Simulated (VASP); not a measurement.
Set up this calculation in VASP 6.6.1, as the native input.

```yaml
Task: single point
Functional: PBE
Potentials_or_basis: VASP PAW PBE potentials, release 64 (Sc_sv)
Cutoff: 500 eV
k_mesh: 6 × 6 × 4
Occupations: gaussian, width 0.1 eV
Spin: no spin polarisation
Dipole_correction: no
Further_INCAR_settings: ALGO = Normal; EDIFF = 1e-06; NBANDS = 18
```

The structure of Sc lies in POSCAR:

```
Sc
1.0
    3.2893584028      0.0000000000      0.0000000000
   -1.6446792014      2.8486679390      0.0000000000
    0.0000000000      0.0000000000      5.2648487340
Sc
2
Direct
    0.3333333333      0.6666666667      0.2500000000
    0.6666666667      0.3333333333      0.7500000000
```

The input as run:

INCAR

```
SYSTEM = Sc
PREC = Accurate
ENCUT = 500
EDIFF = 1E-6
ISMEAR = 0
SIGMA = 0.1
LREAL = .False.
LASPH = .True.
NELM = 120
ALGO = Normal
ISIF = 2
LWAVE = .False.
LCHARG = .False.
GGA = PE
NBANDS = 18
GGA_COMPAT = .False.
```

KPOINTS

```
Automatic mesh
0
Gamma
  6 6 4
  0 0 0
```

Potentials or basis: VASP PAW PBE potentials, release 64 (Sc_sv).

Run with:

```sh
$ cat potpaw_PBE.64/Sc_sv/POTCAR > POTCAR
$ mpirun -np 1 vasp_std > vasp.out
```

It gave:

```json
{"Pressure": "-0.1 GPa", "Band gap on the k mesh": "zero (band 11 reaches 4.56 eV, above the bottom of band 12 at 3.22 eV)"}
```

Caveat: the k points lie up to 0.37 Å⁻¹ apart.

Run time: 12 s on 1 thread of Intel(R) Xeon(R) Platinum 8488C (Sapphire Rapids) (shared host), peak memory 0.15 GiB.
